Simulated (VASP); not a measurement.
# Ca (Im-3m) in VASP: further runs

Ca is run at these levels: PBE; tasks: single point.

Everything below comes from runs of VASP 6.6.1. Logs are shortened: lines on timing, memory, paths and dates and some standing lists are left out, and cuts for length are marked.

## (1) The cell of the first run

Symmetry: Im-3m, No. 229, cubic system. The conventional cell has a = 4.480 Å, b = 4.480 Å, c = 4.480 Å, α = 90.00°, β = 90.00°, γ = 90.00°. Ca (site symmetry m-3m) has 14 Ca at 3.88 to 4.48 Å within 5.1 Å.

## (2) Single point, PBE

INCAR

```
ALGO = Normal ; EDIFF = 1E-7
ENCUT = 520 ; GGA = PE
ISIF = 2 ; ISMEAR = 0
LASPH = True ; LCHARG = True
LELF = True ; LREAL = False
LVHAR = True ; LWAVE = False
NBANDS = 11 ; NELM = 60
PREC = Accurate ; SIGMA = 0.025
```

KPOINTS

```
k-points
0
Gamma
  7 7 7
```

POSCAR

```
Ca
1.0
   -2.2400000000      2.2400000000      2.2400000000
    2.2400000000     -2.2400000000      2.2400000000
    2.2400000000      2.2400000000     -2.2400000000
Ca
1
Direct
    0.0000000000      0.0000000000      0.0000000000
```

Potentials or basis: VASP PAW PBE potentials, release 64 (Ca_sv).

Command:

```
> cat potpaw_PBE.64/Ca_sv/POTCAR > POTCAR
> mpirun -np 1 vasp_std > vasp.out
```

OUTCAR:

```text
EDIFF = 1E-7
   ENCUT = 520
   GGA = PE
   ISIF = 2
   ISMEAR = 0
   LASPH = True
   LREAL = False
   NELM = 60
   PREC = Accurate

 ion  position               nearest neighbor table
   1  0.000  0.000  0.000-

  LATTYP: Found a body centered cubic cell.
 ALAT       =     4.4800000000

  Lattice vectors:

 A1 = (  -2.2400000000,   2.2400000000,   2.2400000000)
 A2 = (   2.2400000000,  -2.2400000000,   2.2400000000)
 A3 = (   2.2400000000,   2.2400000000,  -2.2400000000)

Analysis of symmetry for initial positions (statically):
=====================================================================
 Subroutine PRICEL returns:
 Original cell was already a primitive cell.

 Routine SETGRP: Setting up the symmetry group for a
 body centered cubic supercell.

 Subroutine GETGRP returns: Found 48 space group operations
 (whereof 48 operations were pure point group operations)
 out of a pool of 48 trial point group operations.

The static configuration has the point symmetry O_h .

Analysis of symmetry for dynamics (positions and initial velocities):
=====================================================================
 Subroutine PRICEL returns:
 Original cell was already a primitive cell.

 Routine SETGRP: Setting up the symmetry group for a
 body centered cubic supercell.

 Subroutine GETGRP returns: Found 48 space group operations
 (whereof 48 operations were pure point group operations)
 out of a pool of 48 trial point group operations.

The dynamic configuration has the point symmetry O_h .

 Subroutine INISYM returns: Found 48 space group operations
 (whereof 48 operations are pure point group operations),
 and found     1 'primitive' translations

----------------------------------------------------------------------------------------

                                     Primitive cell

  volume of cell :      44.9577

  direct lattice vectors                    reciprocal lattice vectors
    -2.240000000  2.240000000  2.240000000     0.000000000  0.223214286  0.223214286
     2.240000000 -2.240000000  2.240000000     0.223214286  0.000000000  0.223214286
     2.240000000  2.240000000 -2.240000000     0.223214286  0.223214286  0.000000000

  length of vectors
     3.879793809  3.879793809  3.879793809     0.315672670  0.315672670  0.315672670

  position of ions in fractional coordinates (direct lattice)
     0.000000000  0.000000000  0.000000000

  ion indices of the primitive-cell ions
   primitive index   ion index
                 1           1

----------------------------------------------------------------------------------------

 KPOINTS: k-points

Automatic generation of k-mesh.
 Grid dimensions read from file:
 generate k-points for:    7    7    7

 Generating k-lattice:

  Cartesian coordinates                     Fractional coordinates (reciprocal lattice)
     0.000000000  0.031887755  0.031887755     0.142857143  0.000000000  0.000000000
     0.031887755  0.000000000  0.031887755     0.000000000  0.142857143  0.000000000
     0.031887755  0.031887755  0.000000000     0.000000000  0.000000000  0.142857143

  Length of vectors
     0.045096096  0.045096096  0.045096096

  Shift w.r.t. Gamma in fractional coordinates (k-lattice)
     0.000000000  0.000000000  0.000000000

 Subroutine IBZKPT returns following result:
 ===========================================

 Found     20 irreducible k-points:

 Following reciprocal coordinates:
            Coordinates               Weight
  0.000000  0.000000  0.000000      1.000000
  0.142857  0.000000  0.000000     12.000000
  0.285714  0.000000  0.000000     12.000000
  0.428571  0.000000  0.000000     12.000000
  0.142857  0.142857  0.000000     24.000000
  0.285714  0.142857  0.000000     48.000000
[... 12 lines left out ...]
 -0.428571 -0.428571  0.285714      8.000000
 -0.428571  0.428571  0.428571      6.000000
   k-points           NKPTS =     20   k-points in BZ     NKDIM =     20   number of bands    NBANDS=     11
   number of dos      NEDOS =    301   number of ions     NIONS =      1
   total plane-waves  NPLWV =  27000
   dimension x,y,z NGX =    30 NGY =   30 NGZ =   30
   dimension x,y,z NGXF=    60 NGYF=   60 NGZF=   60
   ions per type =               1
   NGX,Y,Z   is equivalent  to a cutoff of  12.85, 12.85, 12.85 a.u.
   NGXF,Y,Z  is equivalent  to a cutoff of  25.71, 25.71, 25.71 a.u.
 SYSTEM =  unknown system
   PREC   = accura    normal or accurate (medium, high low for compatibility)
   ISTART =      0    job   : 0-new  1-cont  2-samecut
   ICHARG =      2    charge: 1-file 2-atom 10-const
   ISPIN  =      1    spin polarized calculation?
   LNONCOLLINEAR =      F non collinear calculations
   LSORBIT =      F    spin-orbit coupling
   LASPH  =      T    aspherical Exc in radial PAW
   ENCUT  =  520.0 eV  38.22 Ry    6.18 a.u.   7.21  7.21  7.21*2*pi/ulx,y,z
   NELM   =     60;   NELMIN=  2; NELMDL= -5     # of ELM steps
   EDIFF  = 0.1E-06   stopping-criterion for ELM
   LREAL  =      F    real-space projection
   EDIFFG = 0.1E-05   stopping-criterion for IOM
   NSW    =      0    number of steps for IOM
   IBRION =     -1    ionic relax: 0-MD 1-quasi-New 2-CG
   NFREE  =      0    steps in history (QN), initial steepest desc. (CG)
   ISIF   =      2    stress and relaxation
   ISYM   =      2    0-nonsym 1-usesym 2-fastsym
   POTIM  = 0.5000    time-step for ionic-motion
   TEBEG  =    0.0;   TEEND  =   0.0 temperature during run
   PSTRESS=    0.0 pullay stress
   NELECT =      10.0000    total number of electrons
   NUPDOWN=      -1.0000    fix difference up-down
   EMIN   =  10.00;   EMAX   =-10.00  energy-range for DOS
   EFERMI =   0.00;   METHOD = LEGACY
   ISMEAR =     0;   SIGMA  =   0.03  broadening in eV -4-tet -1-fermi 0-gaus
   EFERMI_NEDOS =   21; number of points for ismear=-14 and -15
   IALGO  =     38    algorithm
   IMIX   =      4    mixing-type and parameters
     AMIX     =   0.40;   BMIX     =  1.00
     AMIX_MAG =   1.60;   BMIX_MAG =  1.00
  volume/ion in A,a.u.               =      44.96       303.39
  Fermi-wavevector in a.u.,A,eV,Ry     =   0.991913  1.874443 13.386649  0.983891
  Thomas-Fermi vector in A             =   2.123688
   LORBIT       =      0    0 simple, 1 ext, 2 COOP (PROOUT), +10 PAW based schemes
   GGA     = PE    functional components
   LHFCALC =     F    Hartree Fock is set to
   AEXX    =    0.0000 exact exchange contribution
   IVDW    =     0    specifies the selected vdW correction
   LEPSILON=     F    determine dielectric tensor
   LRPA    =     F    only Hartree local field effects (RPA)
 non-spin polarized calculation
 Gauss-broadening in eV      SIGMA  =   0.03
  energy-cutoff  :      520.00
  volume of cell :       44.96
 maximum number of plane-waves:      1224
 NGX is ok and might be reduce to    30
   NGX = 15   NGY = 15   NGZ = 15

 number of electron      10.0000001 magnetization

 Free energy of the ion-electron system (eV)
  ---------------------------------------------------
  ext. energy  EPLUGINS =         0.00000000
  ---------------------------------------------------
  free energy    TOTEN  =        -1.90425420 eV

  energy without entropy =       -1.90360643  energy(sigma->0) =       -1.90393031

 E-fermi :   1.7354     XC(G=0):  -7.5453

 val. band max:        1.7133546071   @ k =   0.4286   0.1429   0.0000
 cond. band min:       1.7615141975   @ k =  -0.4286   0.4286   0.4286
 fundamental gap:      0.0481595904
 Fermi energy:         1.7353851716

 k-point     1 :       0.0000    0.0000    0.0000
  band No.  band energies     occupation
      1     -40.4700      2.00000
      2     -21.3905      2.00000
      3     -21.3905      2.00000
      4     -21.3905      2.00000
      5      -2.1942      2.00000
      6       3.9525      0.00000
      7       3.9525      0.00000
      8       3.9525      0.00000
      9       4.9425      0.00000
     10       4.9425      0.00000
     11      11.6482      0.00000

 k-point     2 :       0.1429    0.0000    0.0000
  band No.  band energies     occupation
      1     -40.4680      2.00000
      2     -21.4116      2.00000
      3     -21.3976      2.00000
      4     -21.3904      2.00000
      5      -1.8474      2.00000
      6       3.7566      0.00000
      7       3.7775      0.00000
      8       4.2070      0.00000
      9       4.7721      0.00000
     10       4.9531      0.00000
     11      10.8688      0.00000

 k-point     3 :       0.2857    0.0000    0.0000
  band No.  band energies     occupation
      1     -40.4633      2.00000
      2     -21.4585      2.00000
      3     -21.4136      2.00000
      4     -21.3903      2.00000
      5      -0.8751      2.00000
      6       3.0397      0.00000
      7       3.3701      0.00000
      8       4.7981      0.00000
      9       4.9037      0.00000
     10       5.0304      0.00000
     11       8.5585      0.00000

 k-point     4 :       0.4286    0.0000    0.0000
  band No.  band energies     occupation
      1     -40.4596      2.00000
      2     -21.4956      2.00000
      3     -21.4264      2.00000
      4     -21.3901      2.00000
      5       0.4567      2.00000
      6       2.0443      0.00000
      7       3.0999      0.00000
      8       4.8500      0.00000
      9       5.1619      0.00000
     10       5.7197      0.00000
     11       6.9499      0.00000
[... 183 lines left out ...]
 k-point    18 :      -0.4286    0.4286    0.2857
  band No.  band energies     occupation
      1     -40.4543      2.00000
      2     -21.4787      2.00000
      3     -21.4526      2.00000
      4     -21.4405      2.00000
      5       1.3376      2.00000
      6       2.1876      0.00000
      7       3.9154      0.00000
      8       3.9655      0.00000
      9       5.1190      0.00000
     10       5.5693      0.00000
     11       6.9995      0.00000

 k-point    19 :      -0.4286   -0.4286    0.2857
  band No.  band energies     occupation
      1     -40.4528      2.00000
      2     -21.4723      2.00000
      3     -21.4723      2.00000
      4     -21.4443      2.00000
      5       1.9044      0.00000
      6       1.9044      0.00000
      7       3.5475      0.00000
      8       4.9209      0.00000
      9       4.9209      0.00000
     10       6.3672      0.00000
     11       6.4189      0.00000

 k-point    20 :      -0.4286    0.4286    0.4286
  band No.  band energies     occupation
      1     -40.4514      2.00000
      2     -21.4703      2.00000
      3     -21.4670      2.00000
      4     -21.4670      2.00000
      5       1.7615      0.13939
      6       1.9858      0.00000
      7       4.7781      0.00000
      8       4.7781      0.00000
      9       4.9941      0.00000
     10       5.5770      0.00000
     11       6.5293      0.00000

------------------------ aborting loop because EDIFF is reached ----------------------------------------

  FORCE on cell =-STRESS in cart. coord.  units (eV):
  Direction    XX          YY          ZZ          XY          YZ          ZX
  --------------------------------------------------------------------------------------
  -------------------------------------------------------------------------------------
  Total       -0.2364787     -0.2364787     -0.2364787      0.0000000     -0.0000000      0.0000000
  in kB       -8.4274945     -8.4274945     -8.4274945      0.0000000     -0.0000000      0.0000000
  external PRESSURE =      -8.4274945 kB  Pullay stress =       0.0000000 kB

 VOLUME and BASIS-vectors are now :
 -----------------------------------------------------------------------------
  energy-cutoff  :      520.00
  volume of cell :       44.96
      direct lattice vectors                 reciprocal lattice vectors
    -2.240000000  2.240000000  2.240000000     0.000000000  0.223214286  0.223214286
     2.240000000 -2.240000000  2.240000000     0.223214286  0.000000000  0.223214286
     2.240000000  2.240000000 -2.240000000     0.223214286  0.223214286  0.000000000

 POSITION                                       TOTAL-FORCE (eV/Angst)
 -----------------------------------------------------------------------------------
      0.00000      0.00000      0.00000         0.000000     -0.000000      0.000000
 -----------------------------------------------------------------------------------
    total drift:                               -0.000000     -0.000000      0.000000

  FREE ENERGIE OF THE ION-ELECTRON SYSTEM (eV)
  ---------------------------------------------------
  free  energy   TOTEN  =        -1.9042541993 eV

  energy  without entropy=       -1.9036064261  energy(sigma->0) =       -1.90393031
```

Wall time 11 s (1 thread of Intel Xeon Platinum 8488C (Sapphire Rapids), shared host); peak memory 0.16 GiB.

What came out:

```yaml
Free_energy: -1.9043 eV
Pressure: -0.8 GPa
Band_gap_on_the_k_mesh: zero (band 5 reaches 1.98 eV, above the bottom of band 6 at 1.71 eV)
```

## (3) Single point, PBE

INCAR

```
SYSTEM = Ca
PREC     = Accurate       ! precision mode
ENCUT    = 520            ! plane-wave cutoff, eV
EDIFF    = 1E-6           ! SCF threshold, eV
ISMEAR   = 0              ! smearing method
SIGMA    = 0.01           ! smearing width, eV
LREAL    = .FALSE.        ! projectors in reciprocal space
LASPH    = .TRUE.         ! aspherical terms in the spheres
NELM     = 100            ! most SCF steps
ALGO     = Fast           ! electronic algorithm
ISIF     = 2              ! what is computed and relaxed
LWAVE    = .FALSE.        ! write WAVECAR
LCHARG   = .TRUE.         ! write CHGCAR
GGA      = PE             ! functional
LELF     = .TRUE.         ! ELF
LVHAR    = .TRUE.       
NBANDS   = 11             ! bands
```

KPOINTS

```
regular mesh
0
G
  7 7 7
  0 0 0
```

POSCAR is that of step 2.

Potentials or basis: VASP PAW PBE potentials, release 64 (Ca_sv).

Command:

```
> cat potpaw_PBE.64/Ca_sv/POTCAR > POTCAR
> mpirun -np 1 vasp_std > vasp.out
```

Run time: 10 s. Hardware: 1 thread of Intel Xeon Platinum 8488C (Sapphire Rapids), shared host; peak memory 0.16 GiB.

It converged, with:

```yaml
Free_energy: -1.9040 eV
Pressure: -0.8 GPa
Band_gap_on_the_k_mesh: zero (band 5 reaches 1.98 eV, above the bottom of band 6 at 1.71 eV)
```

Levels at points of the mesh, in eV from the Fermi level:
| k point | band 2 | band 3 | band 4 | band 5 | band 6 | band 7 | band 8 | band 9 |
| --- | --- | --- | --- | --- | --- | --- | --- | --- |
| (0.00, 0.00, 0.00) | -23.12 | -23.12 | -23.12 | -3.92 | 2.23 | 2.23 | 2.23 | 3.22 |
